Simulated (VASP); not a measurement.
Runs of VASP 6.6.1 on LiCl. The structure is that of space group Fm-3m (No. 225), or close to it. The cells are those of the table. 

| task | cell | smearing | gap on the mesh (eV) |
| --- | --- | --- | --- |
| single point | a = 3.746 Å, angles 60.0°, 2 atoms | gaussian 0.02 eV | 5.63 |
| single point | a = 3.645, b = 3.718 Å, angles 60.6, 60.0, 60.6°, 2 atoms | gaussian 0.02 eV | (a) |
| single point | a = 3.580 Å, angles 60.0°, 2 atoms | gaussian 0.02 eV | 6.37 |
| single point | a = 3.581 Å, angles 60.0°, 2 atoms | gaussian 0.01 eV | 6.36 |

Alike in all rows: level PBEsol; potentials or basis VASP PAW PBE potentials, release 64 (Li_sv, Cl); no spin polarisation; k mesh 8 × 8 × 8; cutoff (eV) 520.

Question: Fill in the values left out.

Answer: (a) 5.83.

A k mesh can miss the band edges.
